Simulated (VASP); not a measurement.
Write the native input for VASP 6.6.1 that does the following.

| Item | Value |
| --- | --- |
| Task | single point |
| Functional | PBEsol |
| Potentials or basis | VASP PAW PBE potentials, release 64 (Ni, Sb) |
| Cutoff | 520 eV |
| k mesh | 12 × 12 × 8 |
| Occupations | gaussian, width 0.1 eV |
| Spin | no spin polarisation |
| Dipole correction | no |
| Further INCAR settings | ALGO = Normal; EDIFF = 1e-06; NBANDS = 23 |

The structure of NiSb lies in POSCAR:

```
NiSb
1.0
    3.7948146165      0.0000000000      0.0000000000
   -1.8974073083      3.2864058606      0.0000000000
    0.0000000000      0.0000000000      4.9133531423
Ni Sb
2 2
Direct
    0.0000000000      0.0000000000      0.0000000000
    0.0000000000      0.0000000000      0.5000000000
    0.3333333333      0.6666666667      0.2500000000
    0.6666666667      0.3333333333      0.7500000000
```

The input as run:

INCAR

```
SYSTEM = NiSb
PREC = Accurate ; ENCUT = 520
EDIFF = 1E-6 ; ISMEAR = 0
SIGMA = 0.1 ; LREAL = .FALSE.
LASPH = .TRUE. ; NELM = 80
ALGO = Normal ; ISIF = 2
LWAVE = .FALSE. ; LCHARG = .FALSE.
GGA = PS ; NBANDS = 23
```

KPOINTS

```
regular mesh
0
G
  12 12 8
  0 0 0
```

Potentials or basis: VASP PAW PBE potentials, release 64 (Ni, Sb).

Command:

```console
$ cat potpaw_PBE.64/Ni/POTCAR potpaw_PBE.64/Sb/POTCAR > POTCAR
$ mpirun -np 1 vasp_std > vasp.out
```

It gave:

```json
{"Pressure": "15.6 GPa", "Band gap on the k mesh": "zero (bands 15 and 16 overlap by 3.87 eV)"}
```

Caveat: the cell stands under pressure; the PAW data sets were made with another functional, which shifts forces and pressure a little; spin-orbit coupling is left out, which moves the levels of the heavy elements.

Run time: 3.2 min on 1 thread of Intel Xeon 8259CL, on a shared host, peak memory 0.26 GiB.
